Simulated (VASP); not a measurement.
RbSi6:

```
Rb Si
1.0
    -3.13955    3.13955    3.13955
     3.13955   -3.13955    3.13955
     3.13955    3.13955   -3.13955
Rb Si
1 6
Direct
  0.00000 0.00000 0.00000
  0.75000 0.25000 0.50000
  0.25000 0.75000 0.50000
  0.50000 0.25000 0.75000
  0.75000 0.50000 0.25000
  0.50000 0.75000 0.25000
  0.25000 0.50000 0.75000
```

```yaml
Program: VASP 6.6.1
Task: relaxation of cell and atoms
Functional: PBE
Potentials_or_basis: VASP PAW PBE potentials, release 64 (Rb_sv, Si)
Cutoff: 600 eV
k_mesh: 4 × 4 × 4
Occupations: gaussian, width 0.1 eV
Spin: no spin polarisation
```

At the start: pressure 26.4 GPa; volume 17.68 Å³/atom.

**Question.** How do energy, volume and symmetry change on relaxing?

**Answer.** Over 3 steps the energy falls by 321.3 meV/atom and the volume is 22.48 Å³/atom (+27.1 %); space group Im-3m (No. 229, to 0.05 Å).

Step by step:
```tsv
step	energy change (eV)	largest force (eV/Å)	pressure (GPa)	volume (Å³)
1	0.0000	0.0000	26.45	123.78
2	-1.5616	0.0000	-7.20	183.79
3	-2.2490	0.0000	0.00	157.35
```

Final structure:
```cif
data_structure
_symmetry_space_group_name_H-M 'P 1'
_symmetry_Int_Tables_number 1
_cell_length_a 5.8907
_cell_length_b 5.8907
_cell_length_c 5.8907
_cell_angle_alpha 109.471
_cell_angle_beta 109.471
_cell_angle_gamma 109.471
_cell_volume 157.35
loop_
_atom_site_label
_atom_site_type_symbol
_atom_site_fract_x
_atom_site_fract_y
_atom_site_fract_z
_atom_site_occupancy
Rb1 Rb 0.00000 0.00000 0.00000 1
Si1 Si 0.75000 0.25000 0.50000 1
Si2 Si 0.25000 0.75000 0.50000 1
Si3 Si 0.50000 0.25000 0.75000 1
Si4 Si 0.75000 0.50000 0.25000 1
Si5 Si 0.50000 0.75000 0.25000 1
Si6 Si 0.25000 0.50000 0.75000 1
```

Caveat: the volume moved by over 15 % at a fixed basis, so the end points are rough.
